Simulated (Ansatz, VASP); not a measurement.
## ZrC in VASP and in Ansatz

```
CELL_PARAMETERS angstrom
0.00000 2.35768 2.35768
2.35768 0.00000 2.35768
2.35768 2.35768 0.00000
ATOMIC_POSITIONS crystal
Zr 0.50000 0.50000 0.50000
C 0.00000 0.00000 0.00000
```

Alike in both runs: task single point; functional PBEsol; k mesh 16 × 16 × 16; occupations gaussian, width 0.1 eV; no spin polarisation.

```csv
,VASP,Ansatz
version,VASP 6.6.1,Ansatz 0.2.0
potentials or method,"VASP PAW PBE potentials, release 64 (Zr_sv, C), cutoff 520 eV","scalar-relativistic, plane waves, PAW"
valence electrons in the cell,16,16
```

|  | VASP | Ansatz | Ansatz less VASP |
| --- | --- | --- | --- |
| gap on the k mesh at the Fermi level (eV) | none | none | - |
| pressure (GPa) | -6.3 | -6.6 | -0.35 |

VASP's potentials were made for PBE, not for PBEsol. A gap of «none» marks a metal or a gap that the smearing closes. The functional is the same, so the differences come from potentials, cutoffs and numerics.
